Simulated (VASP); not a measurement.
# GaP (F-43m) in VASP: a series of runs, part 2 of 2

VASP 6.6.1. The steps go on from the part before.

### 5 Single point, PBE (22.74 Å³/atom)

This run uses another cell than the first one, of 22.74 Å³/atom.

INCAR reads:

```
PREC = Accurate
ENCUT = 500
EDIFF = 1E-6
ISMEAR = 0
SIGMA = 0.02
LREAL = F
LASPH = T
NELM = 120
ALGO = Normal
ISIF = 2
LWAVE = F
LCHARG = T
GGA = PE
LELF = T
LVHAR = T
NBANDS = 16
GGA_COMPAT = F
```

KPOINTS reads:

```
regular mesh
0
Gamma
  8 8 8
```

POSCAR reads:

```
GaP
1.0
    0.0000000000      2.8332150490      2.8332150490
    2.8332150490      0.0000000000      2.8332150490
    2.8332150490      2.8332150490      0.0000000000
Ga P
1 1
Direct
    0.0000000000      0.0000000000      0.0000000000
    0.2500000000      0.2500000000      0.2500000000
```

Potentials or basis: VASP PAW PBE potentials, release 64 (Ga_d, P).

Launch:

```sh
$ cat potpaw_PBE.64/Ga_d/POTCAR potpaw_PBE.64/P/POTCAR > POTCAR
$ mpirun -np 1 vasp_std > vasp.out
```

OUTCAR:

```text
PREC = Accurate
   ENCUT = 500
   EDIFF = 1E-6
   ISMEAR = 0
   LREAL = F
   LASPH = T
   NELM = 120
   ISIF = 2
   GGA = PE

 ion  position               nearest neighbor table
   1  0.000  0.000  0.000-   2 2.45   2 2.45   2 2.45   2 2.45
   2  0.250  0.250  0.250-   1 2.45   1 2.45   1 2.45   1 2.45

  LATTYP: Found a face centered cubic cell.
 ALAT       =     5.6664300980

  Lattice vectors:

 A1 = (   0.0000000000,   2.8332150490,   2.8332150490)
 A2 = (   2.8332150490,   0.0000000000,   2.8332150490)
 A3 = (   2.8332150490,   2.8332150490,   0.0000000000)

Analysis of symmetry for initial positions (statically):
=====================================================================
 Subroutine PRICEL returns:
 Original cell was already a primitive cell.

 Routine SETGRP: Setting up the symmetry group for a
 face centered cubic supercell.

 Subroutine GETGRP returns: Found 24 space group operations
 (whereof 24 operations were pure point group operations)
 out of a pool of 48 trial point group operations.

The static configuration has the point symmetry T_d .

Analysis of symmetry for dynamics (positions and initial velocities):
=====================================================================
 Subroutine PRICEL returns:
 Original cell was already a primitive cell.

 Routine SETGRP: Setting up the symmetry group for a
 face centered cubic supercell.

 Subroutine GETGRP returns: Found 24 space group operations
 (whereof 24 operations were pure point group operations)
 out of a pool of 48 trial point group operations.

The dynamic configuration has the point symmetry T_d .

 Subroutine INISYM returns: Found 24 space group operations
 (whereof 24 operations are pure point group operations),
 and found     1 'primitive' translations

[... 106 lines left out ...]
   NUPDOWN=      -1.0000    fix difference up-down
   EMIN   =  10.00;   EMAX   =-10.00  energy-range for DOS
   EFERMI =   0.00;   METHOD = LEGACY
   ISMEAR =     0;   SIGMA  =   0.02  broadening in eV -4-tet -1-fermi 0-gaus
   EFERMI_NEDOS =   21; number of points for ismear=-14 and -15
   IALGO  =     38    algorithm
   IMIX   =      4    mixing-type and parameters
     AMIX     =   0.40;   BMIX     =  1.00
     AMIX_MAG =   1.60;   BMIX_MAG =  1.00
  volume/ion in A,a.u.               =      22.74       153.47
  Fermi-wavevector in a.u.,A,eV,Ry     =   1.201922  2.271302 19.655186  1.444615
  Thomas-Fermi vector in A             =   2.337717
   LORBIT       =      0    0 simple, 1 ext, 2 COOP (PROOUT), +10 PAW based schemes
   GGA     = PE    functional components
   LHFCALC =     F    Hartree Fock is set to
   AEXX    =    0.0000 exact exchange contribution
   IVDW    =     0    specifies the selected vdW correction
   LEPSILON=     F    determine dielectric tensor
   LRPA    =     F    only Hartree local field effects (RPA)
 non-spin polarized calculation
 Gauss-broadening in eV      SIGMA  =   0.02
  energy-cutoff  :      500.00
  volume of cell :       45.49
 maximum number of plane-waves:      1174
 NGX is ok and might be reduce to    30
   NGX = 15   NGY = 15   NGZ = 15

 number of electron      17.9999991 magnetization

 Free energy of the ion-electron system (eV)
  ---------------------------------------------------
  ext. energy  EPLUGINS =         0.00000000
  ---------------------------------------------------
  free energy    TOTEN  =        -9.05687895 eV

  energy without entropy =       -9.05687895  energy(sigma->0) =       -9.05687895

 E-fermi :   3.6663     XC(G=0):  -9.3118

 val. band max:        3.5355586425   @ k =   0.0000   0.0000   0.0000
 cond. band min:       4.4249305952   @ k =   0.0000   0.0000   0.0000
 fundamental gap:      0.8893719527
 Fermi energy:         3.6663368171

 k-point     1 :       0.0000    0.0000    0.0000
  band No.  band energies     occupation
      1     -10.8656      2.00000
      2     -10.8656      2.00000
      3     -10.8656      2.00000
      4     -10.7968      2.00000
      5     -10.7968      2.00000
      6      -8.1406      2.00000
[... 433 lines left out ...]
      3     -10.8366      2.00000
      4     -10.7996      2.00000
      5     -10.7918      2.00000
      6      -6.0908      2.00000
[... 8 lines left out ...]
     15      15.0792      0.00000
     16      15.3983      0.00000

 [... further k-points ...]
[... 5 lines left out ...]
  --------------------------------------------------------------------------------------
  -------------------------------------------------------------------------------------
  Total       -1.5537665     -1.5537665     -1.5537665      0.0000000      0.0000000      0.0000000
  in kB      -54.7302847    -54.7302847    -54.7302847      0.0000000      0.0000000      0.0000000
  external PRESSURE =     -54.7302847 kB  Pullay stress =       0.0000000 kB

 VOLUME and BASIS-vectors are now :
 -----------------------------------------------------------------------------
  energy-cutoff  :      500.00
  volume of cell :       45.49
      direct lattice vectors                 reciprocal lattice vectors
     0.000000000  2.833215049  2.833215049    -0.176477956  0.176477956  0.176477956
     2.833215049  0.000000000  2.833215049     0.176477956 -0.176477956  0.176477956
     2.833215049  2.833215049  0.000000000     0.176477956  0.176477956 -0.176477956

 POSITION                                       TOTAL-FORCE (eV/Angst)
 -----------------------------------------------------------------------------------
      0.00000      0.00000      0.00000         0.000000     -0.000000      0.000000
      1.41661      1.41661      1.41661        -0.000000      0.000000     -0.000000
 -----------------------------------------------------------------------------------
    total drift:                                0.000000      0.000000      0.000000

  FREE ENERGIE OF THE ION-ELECTRON SYSTEM (eV)
  ---------------------------------------------------
  free  energy   TOTEN  =        -9.0568789523 eV

  energy  without entropy=       -9.0568789523  energy(sigma->0) =       -9.05687895
```

Run time: 9.5 s. Hardware: 1 thread of Intel Xeon 6975P-C (Granite Rapids), shared host; peak memory 0.17 GiB.

What came out:

```
Free energy            : -9.0569 eV
Pressure               : -5.5 GPa
Band gap on the k mesh : 0.89 eV
```

Levels at points of the mesh, in eV from the valence-band top:
```tsv
k point	band 5	band 6	band 7	band 8	band 9	band 10	band 11	band 12	band 13	band 14
(0.00, 0.00, 0.00)	-14.33	-11.68	0.00	0.00	0.00	0.89	3.90	3.90	3.90	8.32
(0.50, 0.00, 0.00)	-14.33	-9.97	-6.02	-0.96	-0.96	1.32	4.73	4.73	8.00	10.12
(0.50, 0.50, 0.00)	-14.32	-9.22	-6.24	-2.30	-2.30	1.87	1.89	9.73	9.73	10.19
```

Caveat: the cell stands under tension.

### 6 The runs side by side

```tsv
cell	gap on the mesh (eV)	pressure (GPa)
a = 3.893 Å, angles 60.0°, 2 atoms	1.58	-0.1
a = 3.932 Å, angles 60.0°, 2 atoms	1.34	-2.2
a = 3.970 Å, angles 60.0°, 2 atoms	1.11	-4.0
a = 4.007 Å, angles 60.0°, 2 atoms	0.89	-5.5
```

Alike in all rows: task single point; level PBE; potentials or basis VASP PAW PBE potentials, release 64 (Ga_d, P); no spin polarisation; k mesh 8 × 8 × 8; cutoff (eV) 500; smearing gaussian 0.02 eV.

Caveats: the cell stands under tension (at least some runs).

Total energies depend on the potentials used, so only differences within one code and one set of settings carry meaning.

### 7 Comparison with measurements

Step 2. A measured gap of GaP is 2.34 eV (indirect; 10 K; quoted in “Stacking defects in GaP nanowires: Electronic structure and optical properties”, 2018, arxiv:1810.01194); the calculated 1.58 eV misses it by -0.76 eV. Spin-orbit coupling on Ga is left out. The value is that of PBE on a finite k mesh, which can miss the band edges, without temperature or zero-point motion. Semilocal functionals fall short of measured gaps as a rule.
